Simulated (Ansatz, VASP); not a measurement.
Two plane-wave programs on GaGe

The input INCAR:

```
SYSTEM = GaGe
PREC     = Accurate       ! precision mode
ENCUT    = 600            ! plane-wave cutoff, eV
EDIFF    = 1E-6           ! SCF threshold, eV
ISMEAR   = -1             ! smearing method
SIGMA    = 0.05           ! smearing width, eV
LREAL    = .FALSE.        ! projectors in reciprocal space
LASPH    = .TRUE.         ! aspherical terms in the spheres
NELM     = 100            ! most SCF steps
ALGO     = Normal         ! electronic algorithm
ISIF     = 3              ! what is computed and relaxed
LWAVE    = .FALSE.        ! write WAVECAR
LCHARG   = .FALSE.        ! write CHGCAR
GGA      = PE             ! functional
IBRION   = 2              ! ionic algorithm
NSW      = 60             ! ionic steps
EDIFFG   = -0.01          ! ionic threshold
```

The input KPOINTS:

```
Automatic mesh
0
G
  8 8 8
  0 0 0
```

POSCAR

```
GaGe
1.0
    0.0000000000      2.8978440000      2.8978440000
    2.8978440000      0.0000000000      2.8978440000
    2.8978440000      2.8978440000      0.0000000000
Ge Ga
1 1
Direct
    0.0000000000      0.0000000000      0.0000000000
    0.2500000000      0.2500000000      0.2500000000
```

The input input.yaml:

```yaml
crystal:
  lattice:
    - [0.0, 2.897844, 2.897844]
    - [2.897844, 0.0, 2.897844]
    - [2.897844, 2.897844, 0.0]
  atoms:
    - { symbol: Ge, position: [0.0, 0.0, 0.0] }
    - { symbol: Ga, position: [0.25, 0.25, 0.25] }
hamiltonian:
  xc: pbe
  pseudopotentials: { kind: paw }
kpoints:
  mp_grid: { grid: [8, 8, 8] }
scf:
  occupations: { method: fermi_dirac, width: 0.05 }
output:
  forces: true
  stress: true
  eigenvalues: true
  write_density: true
  write_potential: true
  elf: true
  volumetric_format: npy
relax:
  f_tol: 0.01
  max_steps: 40
  cell: { stress_tol: 0.05 }
```

Alike in both runs: task relaxation of cell and atoms; functional PBE; k mesh 8 × 8 × 8; occupations fermi-dirac, width 0.05 eV; no spin polarisation.

|  | VASP | Ansatz |
| --- | --- | --- |
| version | VASP 6.6.1 | Ansatz 0.2.0 |
| potentials or method | VASP PAW PBE potentials, release 64 (Ge_d, Ga_d) | Ansatz PAW |
| plane-wave cutoff (eV) | 600 | 420 |
| valence electrons in the cell | 27 | 27 |

|  | VASP | Ansatz | Ansatz less VASP |
| --- | --- | --- | --- |
| gap on the k mesh at the Fermi level, each at its own relaxed structure (eV) | none | none | - |
| relaxed volume (Å³/atom) | 24.52 | 24.45 | -0.070 |
| relaxed cell length with the largest relative difference (Å) | 4.108 | 4.105 | -0.0039 |

A gap of «none» marks a metal or a gap that the smearing closes.

Noted on Ansatz's run: the plane-wave basis is chosen anew once the cell has moved, so the energies of steps on either side of that aren't comparable.
